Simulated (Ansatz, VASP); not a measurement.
Y in VASP and in Ansatz

```xyz
1
Lattice="-2.0209 2.0209 2.0209 2.0209 -2.0209 2.0209 2.0209 2.0209 -2.0209" Properties=species:S:1:pos:R:3 pbc="T T T"
Y     0.0000    0.0000    0.0000
```

Alike in both runs: functional PBE; k mesh 11 × 11 × 11; occupations fermi-dirac, width 0.05 eV; collinear spin.

Ansatz relaxed the structure, and its values are those at the end. VASP's run is a single point on that final structure, the one shown.

|  | VASP | Ansatz |
| --- | --- | --- |
| version | VASP 6.6.1 | Ansatz 0.2.0 |
| potentials or method | VASP PAW PBE potentials, release 64 (Y_sv), cutoff 520 eV | plane waves (420 eV) with PAW, scalar-relativistic |
| valence electrons in the cell | 11 | 11 |

Ansatz gave:

| Property | Result |
| --- | --- |
| pressure (GPa) | 0.0 |
| net moment per atom (μB) | 0.00 |

Which values does VASP return?

Pressure (GPa): -0.1; net moment per atom (μB): 0.02.

Ansatz's warnings: seeded moment not kept.
